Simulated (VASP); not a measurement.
Wanted: the native input for a VASP 6.6.1 run.

- Task: single point
- Functional: LDA
- Potentials or basis: VASP PAW LDA potentials, release 64 (Au)
- Cutoff: 520 eV
- k mesh: 11 × 11 × 11
- Occupations: fermi-dirac, width 0.05 eV
- Spin: no spin polarisation
- Dipole correction: no
- Further INCAR settings: ALGO = Fast; EDIFF = 1e-06; NBANDS = 12

The structure of Au lies in POSCAR:

```
Au
1.0
   -1.6790776720      1.6790776720      1.6790776720
    1.6790776720     -1.6790776720      1.6790776720
    1.6790776720      1.6790776720     -1.6790776720
Au
1
Direct
    0.0000000000      0.0000000000      0.0000000000
```

These files were run (other wordings do the same):

INCAR

```
SYSTEM = Au
ALGO = Fast
EDIFF = 1E-6
ENCUT = 520
ISIF = 2
ISMEAR = -1
LASPH = .True.
LCHARG = .False.
LREAL = .False.
LWAVE = .False.
NBANDS = 12
NELM = 80
PREC = Accurate
SIGMA = 0.05
```

KPOINTS

```
k-points
0
Gamma
  11 11 11
  0 0 0
```

Potentials or basis: VASP PAW LDA potentials, release 64 (Au).

Launch:

```sh
$ cat potpaw_LDA.64/Au/POTCAR > POTCAR
$ mpirun -np 1 vasp_std > vasp.out
```

Results of the run:

| Item | Value |
| --- | --- |
| Pressure | -16.4 GPa |

Wall time 10 s on 1 thread of Intel(R) Xeon(R) Platinum 8259CL CPU @ 2.50GHz (Skylake/Cascade Lake) (shared host), peak memory 0.13 GiB.
